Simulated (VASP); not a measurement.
# SrO (Fm-3m) in VASP: a series of runs, part 2 of 2

VASP 6.6.1.

## 6. Single point, PBE

Contents of INCAR:

```
SYSTEM = SrO
PREC = Accurate
ENCUT = 520
EDIFF = 1E-6
ISMEAR = -1
SIGMA = 0.03
LREAL = .False.
LASPH = .True.
NELM = 80
ALGO = Normal
ISIF = 2
LWAVE = .False.
LCHARG = .False.
GGA = PE
NBANDS = 15
```

Contents of KPOINTS:

```
regular mesh
0
Gamma
  11 11 11
  0 0 0
```

Contents of POSCAR:

```
SrO
1.0
    0.0000000000      2.5698000000      2.5698000000
    2.5698000000      0.0000000000      2.5698000000
    2.5698000000      2.5698000000      0.0000000000
Sr O
1 1
Direct
    0.0000000000      0.0000000000      0.0000000000
    0.5000000000      0.5000000000      0.5000000000
```

Potentials or basis: VASP PAW PBE potentials, release 64 (Sr_sv, O).

Started as:

```console
cat potpaw_PBE.64/Sr_sv/POTCAR potpaw_PBE.64/O/POTCAR > POTCAR
mpirun -np 1 vasp_std > vasp.out
```

OUTCAR:

```text
SYSTEM = SrO
   PREC = Accurate
   ENCUT = 520
   EDIFF = 1E-6
   ISMEAR = -1
   LREAL = .False.
   LASPH = .True.
   NELM = 80
   ISIF = 2
   GGA = PE

 ion  position               nearest neighbor table
   1  0.000  0.000  0.000-   2 2.57   2 2.57   2 2.57   2 2.57   2 2.57   2 2.57
   2  0.500  0.500  0.500-   1 2.57   1 2.57   1 2.57   1 2.57   1 2.57   1 2.57

  LATTYP: Found a face centered cubic cell.
 ALAT       =     5.1396000000

  Lattice vectors:

 A1 = (   0.0000000000,   2.5698000000,   2.5698000000)
 A2 = (   2.5698000000,   0.0000000000,   2.5698000000)
 A3 = (   2.5698000000,   2.5698000000,   0.0000000000)

Analysis of symmetry for initial positions (statically):
=====================================================================
 Subroutine PRICEL returns:
 Original cell was already a primitive cell.

 Routine SETGRP: Setting up the symmetry group for a
 face centered cubic supercell.

 Subroutine GETGRP returns: Found 48 space group operations
 (whereof 48 operations were pure point group operations)
 out of a pool of 48 trial point group operations.

The static configuration has the point symmetry O_h .

Analysis of symmetry for dynamics (positions and initial velocities):
=====================================================================
 Subroutine PRICEL returns:
 Original cell was already a primitive cell.

 Routine SETGRP: Setting up the symmetry group for a
 face centered cubic supercell.

 Subroutine GETGRP returns: Found 48 space group operations
 (whereof 48 operations were pure point group operations)
 out of a pool of 48 trial point group operations.

The dynamic configuration has the point symmetry O_h .

 Subroutine INISYM returns: Found 48 space group operations
 (whereof 48 operations are pure point group operations),
 and found     1 'primitive' translations

----------------------------------------------------------------------------------------

                                     Primitive cell

  volume of cell :      33.9413

  direct lattice vectors                    reciprocal lattice vectors
     0.000000000  2.569800000  2.569800000    -0.194567671  0.194567671  0.194567671
     2.569800000  0.000000000  2.569800000     0.194567671 -0.194567671  0.194567671
     2.569800000  2.569800000  0.000000000     0.194567671  0.194567671 -0.194567671

  length of vectors
     3.634246013  3.634246013  3.634246013     0.337001091  0.337001091  0.337001091

  position of ions in fractional coordinates (direct lattice)
     0.000000000  0.000000000  0.000000000
     0.500000000  0.500000000  0.500000000

  ion indices of the primitive-cell ions
   primitive index   ion index
                 1           1
                 2           2

----------------------------------------------------------------------------------------

 KPOINTS: regular mesh

Automatic generation of k-mesh.
 Grid dimensions read from file:
 generate k-points for:   11   11   11

 Generating k-lattice:

  Cartesian coordinates                     Fractional coordinates (reciprocal lattice)
    -0.017687970  0.017687970  0.017687970     0.090909091  0.000000000  0.000000000
[... 38 lines left out ...]
 -0.272727  0.181818  0.000000     24.000000
 -0.181818  0.181818  0.000000     12.000000
 [... further k-points ...]
   k-points           NKPTS =     56   k-points in BZ     NKDIM =     56   number of bands    NBANDS=     15
   number of dos      NEDOS =    301   number of ions     NIONS =      2
   total plane-waves  NPLWV =  21952
   dimension x,y,z NGX =    28 NGY =   28 NGZ =   28
   dimension x,y,z NGXF=    56 NGYF=   56 NGZF=   56
   ions per type =               1   1
   NGX,Y,Z   is equivalent  to a cutoff of  12.81, 12.81, 12.81 a.u.
   NGXF,Y,Z  is equivalent  to a cutoff of  25.62, 25.62, 25.62 a.u.
 SYSTEM =  SrO
   PREC   = accura    normal or accurate (medium, high low for compatibility)
   ISTART =      0    job   : 0-new  1-cont  2-samecut
   ICHARG =      2    charge: 1-file 2-atom 10-const
   ISPIN  =      1    spin polarized calculation?
   LNONCOLLINEAR =      F non collinear calculations
   LSORBIT =      F    spin-orbit coupling
   LASPH  =      T    aspherical Exc in radial PAW
   ENCUT  =  520.0 eV  38.22 Ry    6.18 a.u.   6.76  6.76  6.76*2*pi/ulx,y,z
   NELM   =     80;   NELMIN=  2; NELMDL= -5     # of ELM steps
   EDIFF  = 0.1E-05   stopping-criterion for ELM
   LREAL  =      F    real-space projection
   EDIFFG = 0.1E-04   stopping-criterion for IOM
   NSW    =      0    number of steps for IOM
   IBRION =     -1    ionic relax: 0-MD 1-quasi-New 2-CG
   NFREE  =      0    steps in history (QN), initial steepest desc. (CG)
   ISIF   =      2    stress and relaxation
   ISYM   =      2    0-nonsym 1-usesym 2-fastsym
   POTIM  = 0.5000    time-step for ionic-motion
   TEBEG  =    0.0;   TEEND  =   0.0 temperature during run
   PSTRESS=    0.0 pullay stress
   NELECT =      16.0000    total number of electrons
   NUPDOWN=      -1.0000    fix difference up-down
   EMIN   =  10.00;   EMAX   =-10.00  energy-range for DOS
   EFERMI =   0.00;   METHOD = LEGACY
   ISMEAR =    -1;   SIGMA  =   0.03  broadening in eV -4-tet -1-fermi 0-gaus
   EFERMI_NEDOS =   21; number of points for ismear=-14 and -15
   IALGO  =     38    algorithm
   IMIX   =      4    mixing-type and parameters
     AMIX     =   0.40;   BMIX     =  1.00
     AMIX_MAG =   1.60;   BMIX_MAG =  1.00
  volume/ion in A,a.u.               =      16.97       114.52
  Fermi-wavevector in a.u.,A,eV,Ry     =   1.274106  2.407711 22.086959  1.623346
  Thomas-Fermi vector in A             =   2.406892
   LORBIT       =      0    0 simple, 1 ext, 2 COOP (PROOUT), +10 PAW based schemes
   GGA     = PE    functional components
   LHFCALC =     F    Hartree Fock is set to
   AEXX    =    0.0000 exact exchange contribution
   IVDW    =     0    specifies the selected vdW correction
   LEPSILON=     F    determine dielectric tensor
   LRPA    =     F    only Hartree local field effects (RPA)
 non-spin polarized calculation
  energy-cutoff  :      520.00
  volume of cell :       33.94
 maximum number of plane-waves:       941
   NGX = 13   NGY = 13   NGZ = 13

 number of electron      15.9999997 magnetization

 Free energy of the ion-electron system (eV)
  ---------------------------------------------------
  ext. energy  EPLUGINS =         0.00000000
  ---------------------------------------------------
  free energy    TOTEN  =       -12.04031554 eV

  energy without entropy =      -12.04031554  energy(sigma->0) =      -12.04031554

 E-fermi :   2.2893     XC(G=0): -10.0331

 val. band max:        1.6698719022   @ k =   0.0000   0.0000   0.0000
 cond. band min:       4.9727280986   @ k =   0.4545   0.4545   0.0000
 fundamental gap:      3.3028561964
 Fermi energy:         2.2893092011

 k-point     1 :       0.0000    0.0000    0.0000
  band No.  band energies     occupation
      1     -30.7141      2.00000
      2     -13.4226      2.00000
      3     -12.3505      2.00000
      4     -12.3505      2.00000
      5     -12.3505      2.00000
      6       1.6699      2.00000
      7       1.6699      2.00000
      8       1.6699      2.00000
      9       5.6631      0.00000
     10       7.8838      0.00000
     11       7.8838      0.00000
     12       7.8838      0.00000
     13      10.0540      0.00000
     14      10.0540      0.00000
[... 401 lines left out ...]
      2     -14.4267      2.00000
      3     -12.5914      2.00000
      4     -12.3748      2.00000
      5     -11.5059      2.00000
      6       0.1771      2.00000
      7       0.7864      2.00000
      8       1.3692      2.00000
      9       7.4572      0.00000
     10       8.0774      0.00000
     11       9.0198      0.00000
     12       9.9746      0.00000
     13      11.7840      0.00000
     14      12.1784      0.00000
     15      18.2362      0.00000

 [... further k-points ...]

------------------------ aborting loop because EDIFF is reached ----------------------------------------

  FORCE on cell =-STRESS in cart. coord.  units (eV):
  Direction    XX          YY          ZZ          XY          YZ          ZX
  --------------------------------------------------------------------------------------
  -------------------------------------------------------------------------------------
  Total        0.7438657      0.7438657      0.7438657     -0.0000000     -0.0000000      0.0000000
  in kB       35.1137442     35.1137442     35.1137442     -0.0000000     -0.0000000      0.0000000
  external PRESSURE =      35.1137442 kB  Pullay stress =       0.0000000 kB

 VOLUME and BASIS-vectors are now :
 -----------------------------------------------------------------------------
  energy-cutoff  :      520.00
  volume of cell :       33.94
      direct lattice vectors                 reciprocal lattice vectors
     0.000000000  2.569800000  2.569800000    -0.194567671  0.194567671  0.194567671
     2.569800000  0.000000000  2.569800000     0.194567671 -0.194567671  0.194567671
     2.569800000  2.569800000  0.000000000     0.194567671  0.194567671 -0.194567671

 POSITION                                       TOTAL-FORCE (eV/Angst)
 -----------------------------------------------------------------------------------
      0.00000      0.00000      0.00000        -0.000000      0.000000     -0.000000
      2.56980      2.56980      2.56980         0.000000     -0.000000      0.000000
 -----------------------------------------------------------------------------------
    total drift:                                0.000000      0.000000      0.000000

  FREE ENERGIE OF THE ION-ELECTRON SYSTEM (eV)
  ---------------------------------------------------
  free  energy   TOTEN  =       -12.0403155376 eV

  energy  without entropy=      -12.0403155376  energy(sigma->0) =      -12.04031554
```

stdout:

```text
POSCAR found type information on POSCAR SrO
 POSCAR found :  2 types and       2 ions
 scaLAPACK will be used
 LDA part: xc-table for (Slater+PW92), standard interpolation
 POSCAR, INCAR and KPOINTS ok, starting setup
 FFT: planning ... GRIDC
 FFT: planning ... GRID_SOFT
 FFT: planning ... GRID
 WAVECAR not read
 entering main loop
```

Run time: 23 s. Hardware: 1 thread of AMD EPYC 7R13, shared host; peak memory 0.17 GiB.

What came out:

```yaml
Free_energy: -12.0403 eV
Pressure: 3.5 GPa
Band_gap_on_the_k_mesh: 3.30 eV, indirect (least direct gap 3.40 eV)
```

A k mesh can miss the band edges. Expect the measured gap to be larger: semilocal functionals such as PBE lack the derivative discontinuity.

## 7. Summary

| spin | k mesh | gap on the mesh (eV) | pressure (GPa) |
| --- | --- | --- | --- |
| non-collinear, zero start, SOC | 8 × 8 × 8 | - | 3.5 |
| off | 2 × 2 × 2 | 3.05 | 4.0 |
| off | 4 × 4 × 4 | 3.26 | 3.5 |
| off | 6 × 6 × 6 | 3.26 | 3.5 |
| off | 11 × 11 × 11 | 3.30 | 3.5 |

Alike in all rows: task single point; level PBE; potentials or basis VASP PAW PBE potentials, release 64 (Sr_sv, O); cell as given; cutoff (eV) 520; smearing fermi-dirac 0.03 eV.

Caveats: some runs use coarse meshes.

Total energies depend on the potentials used, so only differences within one code and one set of settings carry meaning.
